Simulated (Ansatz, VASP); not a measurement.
# One calculation of HfN, two programs

```xyz
2
Lattice="0.0000 2.2340 2.2340 2.2340 0.0000 2.2340 2.2340 2.2340 0.0000" Properties=species:S:1:pos:R:3 pbc="T T T"
Hf    0.0000    0.0000    0.0000
N     2.2340    2.2340    2.2340
```

Alike in both runs: functional LDA; k mesh 16 × 16 × 16; occupations gaussian, width 0.1 eV; no spin polarisation.

Ansatz relaxed the structure, and its values are those at the end. VASP's run is a single point on that final structure, the one shown.

|  | VASP | Ansatz |
| --- | --- | --- |
| version | VASP 6.6.1 | Ansatz 0.2.0 |
| potentials or method | VASP PAW LDA potentials, release 64 (Hf_pv, N), cutoff 520 eV | scalar-relativistic, plane waves, PAW |
| valence electrons in the cell | 15 | 31 |

Ansatz gave:

```
gap on the k mesh at the Fermi level (eV) : none
pressure (GPa)                            : 0.0
```

Task: Which values does VASP return?

Result: gap on the k mesh at the Fermi level (eV): none; pressure (GPa): -1.2.

LDA's correlation is that of Perdew and Zunger in VASP and of Perdew and Wang (1992) in Ansatz. A gap of «none» marks a metal or a gap that the smearing closes. VASP's potentials hold 15 valence electrons a cell and Ansatz's 31, so a difference there can come from the potentials and not from the codes.

Spin-orbit coupling is off throughout.
